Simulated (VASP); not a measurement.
Here is a VASP 6.6.1 calculation.

File INCAR:

```
SYSTEM = Sr3Sc
ALGO     = Normal         ! electronic algorithm
EDIFF    = 1E-6           ! SCF threshold, eV
ENCUT    = 500            ! plane-wave cutoff, eV
GGA      = PE             ! functional
GGA_COMPAT= .FALSE.      
ISIF     = 2              ! what is computed and relaxed
ISMEAR   = 1              ! smearing method
LASPH    = .TRUE.         ! aspherical terms in the spheres
LCHARG   = .FALSE.        ! write CHGCAR
LMAXMIX  = 4              ! l up to which the mixer works
LNONCOLLINEAR= .TRUE.         ! non-collinear magnetism
LORBIT   = 11             ! projections on sites
LORBMOM  = .TRUE.       
LREAL    = .FALSE.        ! projectors in reciprocal space
LSORBIT  = .TRUE.         ! spin-orbit coupling
LWAVE    = .FALSE.        ! write WAVECAR
MAGMOM   = 0 0 0 0 0 0 0 0 0 0 0 0 ! initial moments
NBANDS   = 55             ! bands
NELM     = 200            ! most SCF steps
PREC     = Accurate       ! precision mode
SIGMA    = 0.1            ! smearing width, eV
```

Contents of KPOINTS:

```
k-points
0
G
  6 6 6
  0 0 0
```

Contents of POSCAR:

```
Sr3Sc
1.0
   -2.7813170000      2.7813170000      5.7867300000
    2.7813170000     -2.7813170000      5.7867300000
    2.7813170000      2.7813170000     -5.7867300000
Sr Sc
3 1
Direct
    0.5000000000      0.5000000000      0.0000000000
    0.2500000000      0.7500000000      0.5000000000
    0.7500000000      0.2500000000      0.5000000000
    0.0000000000      0.0000000000      0.0000000000
```

Potentials or basis: VASP PAW PBE potentials, release 64 (Sr_sv, Sc_sv).

Launch:

```bash
$ cat potpaw_PBE.64/Sr_sv/POTCAR potpaw_PBE.64/Sc_sv/POTCAR > POTCAR
$ mpirun -np 1 vasp_ncl > vasp.out
```

Task: Predict the pressure.

Result: -0.1 GPa.

Task: Predict the net moment.

Result: 0.00 μB per cell.

Stress tensor (GPa, compression positive):
```
 0.03  0.00  0.00
 0.00  0.03  0.00
 0.00  0.00 -0.25
```
